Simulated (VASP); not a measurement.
Here is a VASP 6.6.1 calculation.

Contents of POSCAR:

```
W
1.0
    2.7561680300      0.0000000000      0.0000000000
   -1.3780840150      2.3869115311      0.0000000000
    0.0000000000      0.0000000000      4.9604419316
W
2
Direct
    0.3333333333      0.6666666667      0.7500000000
    0.6666666667      0.3333333333      0.2500000000
```

Contents of INCAR.step1:

```
  PREC = Accurate
  ENCUT = 520
  ISMEAR = 0
  SIGMA = 0.05
  LREAL = False
  LASPH = True
  NELM = 100
  NBANDS = 21
  GGA = PE
  ALGO = Normal
  EDIFF = 1E-4
  LWAVE = True
  LCHARG = False
```

INCAR.step2

```
  PREC = Accurate
  ENCUT = 520
  EDIFF = 1E-6
  ISMEAR = 0
  SIGMA = 0.05
  LREAL = False
  LASPH = True
  NELM = 100
  ALGO = Normal
  ISIF = 2
  LWAVE = False
  LCHARG = False
  METAGGA = R2SCAN
  LMIXTAU = True
  NBANDS = 21
  ISTART = 1
```

Contents of KPOINTS:

```
regular mesh
0
Gamma
  18 18 8
```

Potentials or basis: VASP PAW PBE potentials, release 64 (W_sv).

Launch:

```console
$ cat potpaw_PBE.64/W_sv/POTCAR > POTCAR
$ cp INCAR.step1 INCAR
$ mpirun -np 1 vasp_std > vasp.out
$ cp INCAR.step2 INCAR
$ mpirun -np 1 vasp_std > vasp.out
```

Predict the pressure.

1.1 GPa.

Predict the band gap on the k mesh.

zero (band 14 reaches 11.85 eV, above the bottom of band 15 at 10.04 eV).

Stress tensor (GPa, compression positive):
```
1.13 0.00 0.00
0.00 1.13 0.00
0.00 0.00 1.05
```

Caveat: the PAW data sets were made with another functional, which shifts forces and pressure a little; spin-orbit coupling is left out, which moves the levels of the heavy elements.
